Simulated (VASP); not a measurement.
SiC: single point with PBE

The system is SiC.

```
CELL_PARAMETERS angstrom
3.07755 0.00000 0.00000
-1.53878 2.66524 0.00000
0.00000 0.00000 10.07672
ATOMIC_POSITIONS crystal
Si 0.66667 0.33333 0.93784
Si 0.33333 0.66667 0.43784
Si 0.00000 0.00000 0.68789
Si 0.00000 0.00000 0.18789
C 0.66667 0.33333 0.74980
C 0.33333 0.66667 0.24980
C 0.00000 0.00000 0.50047
C 0.00000 0.00000 0.00047
```

- Program: VASP 6.6.1
- Task: single point
- Functional: PBE
- Potentials or basis: VASP PAW PBE potentials, release 64 (Si, C)
- Cutoff: 520 eV
- k mesh: 12 × 12 × 4
- Occupations: gaussian, width 0.01 eV
- Spin: no spin polarisation

- Pressure: 3.5 GPa
- Largest force: 0.006 eV/Å
- Band gap on the k mesh: 2.23 eV (least direct gap 3.35 eV)

Forces in eV/Å, atoms in the order of the input:
```
Si   0.000  0.000 -0.004
Si   0.000  0.000 -0.004
Si   0.000  0.000  0.003
Si   0.000  0.000  0.003
C    0.000  0.000  0.006
C    0.000  0.000  0.006
C    0.000  0.000 -0.004
C    0.000  0.000 -0.004
```

Stress tensor (GPa, compression positive):
```
3.49 0.00 0.00
0.00 3.49 0.00
0.00 0.00 3.37
```

Levels at points of the mesh, in eV from the valence-band top:
```csv
k point,band 12,band 13,band 14,band 15,band 16,band 17,band 18,band 19,band 20,band 21
"(0.00, 0.00, 0.00)",-0.58,-0.58,-0.05,0.00,0.00,5.10,5.68,6.30,6.32,6.98
"(0.50, 0.00, 0.00)",-2.39,-2.36,-2.22,-1.58,-1.12,2.22,2.35,4.23,4.75,5.30
"(0.00, 0.00, 0.50)",-1.04,-0.21,-0.21,-0.21,-0.21,5.31,5.31,6.77,6.77,7.07
"(0.50, 0.00, 0.50)",-3.02,-2.50,-2.50,-1.55,-1.55,2.64,2.64,4.21,4.21,6.12
```

Wall time 86 s on 1 thread of Intel(R) Xeon(R) Platinum 8259CL CPU @ 2.50GHz (Skylake/Cascade Lake) (shared host), peak memory 0.25 GiB.

Caveat: the cell stands under pressure. A k mesh can miss the band edges.
